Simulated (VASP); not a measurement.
W8C8Cl, 17 atoms in the cell. The cell holds a slab with vacuum, 17 atoms: a = 5.804 Å, b = 5.662 Å, c = 16.189 Å, α = 90.00°, β = 90.00°, γ = 90.00°. 

* Program: VASP 6.6.1
* Task: single point
* Functional: PBEsol
* Potentials or basis: VASP PAW PBE potentials, release 64 (W_sv, C, Cl)
* Cutoff: 520 eV
* k mesh: 4 × 4 × 1
* Occupations: gaussian, width 0.1 eV
* Spin: no spin polarisation
* Dipole correction: no
* Further INCAR settings: LREAL = Auto; ALGO = Normal; EDIFF = 1e-06; NBANDS = 90

Potentials or basis: VASP PAW PBE potentials, release 64 (W_sv, C, Cl).

Command:

```sh
$ cat potpaw_PBE.64/W_sv/POTCAR potpaw_PBE.64/C/POTCAR potpaw_PBE.64/Cl/POTCAR > POTCAR
$ mpirun -np 1 vasp_std > vasp.out
```

Hardware: 1 thread of AMD EPYC 7R13 (shared host).

Task: How long does it take, and how much memory?

Result: Run time: 30 min on 1 thread of AMD EPYC 7R13 (shared host), peak memory 0.67 GiB. Counts: scf iterations 29, k points 10.
